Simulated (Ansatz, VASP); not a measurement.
## Two plane-wave programs on Ga

The input POSCAR:

```
Ga
1.0
    0.0000000000      2.7980956521      2.7980956521
    2.7980956521      0.0000000000      2.7980956521
    2.7980956521      2.7980956521      0.0000000000
Ga
2
Direct
    0.5000000000      0.5000000000      0.5000000000
    0.7500000000      0.7500000000      0.7500000000
```

Contents of INCAR.step1:

```
PREC     = Accurate       # precision mode
ENCUT    = 520            # plane-wave cutoff, eV
ISMEAR   = 0              # smearing method
SIGMA    = 0.1            # smearing width, eV
LREAL    = F              # projectors in reciprocal space
LASPH    = T              # aspherical terms in the spheres
NELM     = 80             # most SCF steps
NBANDS   = 20             # bands
GGA      = PE             # functional
ALGO     = Normal         # electronic algorithm
EDIFF    = 1E-4           # SCF threshold, eV
LWAVE    = T              # write WAVECAR
LCHARG   = F              # write CHGCAR
```

INCAR.step2

```
PREC     = Accurate       # precision mode
ENCUT    = 520            # plane-wave cutoff, eV
EDIFF    = 1E-7           # SCF threshold, eV
ISMEAR   = 0              # smearing method
SIGMA    = 0.1            # smearing width, eV
LREAL    = F              # projectors in reciprocal space
LASPH    = T              # aspherical terms in the spheres
NELM     = 80             # most SCF steps
ALGO     = Normal         # electronic algorithm
ISIF     = 2              # what is computed and relaxed
LWAVE    = F              # write WAVECAR
LCHARG   = F              # write CHGCAR
METAGGA  = R2SCAN         # meta-GGA
LMIXTAU  = T            
NBANDS   = 20             # bands
ISTART   = 1
```

File KPOINTS:

```
regular mesh
0
Gamma
  6 6 6
```

Input for Ansatz:

```yaml
crystal:
  lattice:
    - [0.0, 2.7980956521, 2.7980956521]
    - [2.7980956521, 0.0, 2.7980956521]
    - [2.7980956521, 2.7980956521, 0.0]
  atoms:
    - { symbol: Ga, position: [0.5, 0.5, 0.5] }
    - { symbol: Ga, position: [0.75, 0.75, 0.75] }
basis:
  ecutwfc: 500
kpoints:
  mp_grid: { grid: [6, 6, 6] }
hamiltonian:
  xc: r2scan
scf:
  occupations: { method: gaussian, width: 0.1 }
  lower_state_search: "off"
output:
  forces: true
  stress: true
  eigenvalues: true
```

Alike in both runs: task single point; functional r2SCAN; k mesh 6 × 6 × 6; occupations gaussian, width 0.1 eV; no spin polarisation.

```csv
,VASP,Ansatz
version,VASP 6.6.1,Ansatz 0.2.0
potentials or method,"VASP PAW PBE potentials, release 64 (Ga_d), cutoff 520 eV","scalar-relativistic, plane waves, PAW"
valence electrons in the cell,26,26
```

|  | VASP | Ansatz | Ansatz less VASP |
| --- | --- | --- | --- |
| gap on the k mesh at the Fermi level (eV) | none | none | - |
| pressure (GPa) | 5.1 | 5.0 | -0.06 |

VASP's potentials were made for PBE, not for r2SCAN. A gap of «none» marks a metal or a gap that the smearing closes. With one functional, cell and mesh, what is left measures potentials, basis and numerics.
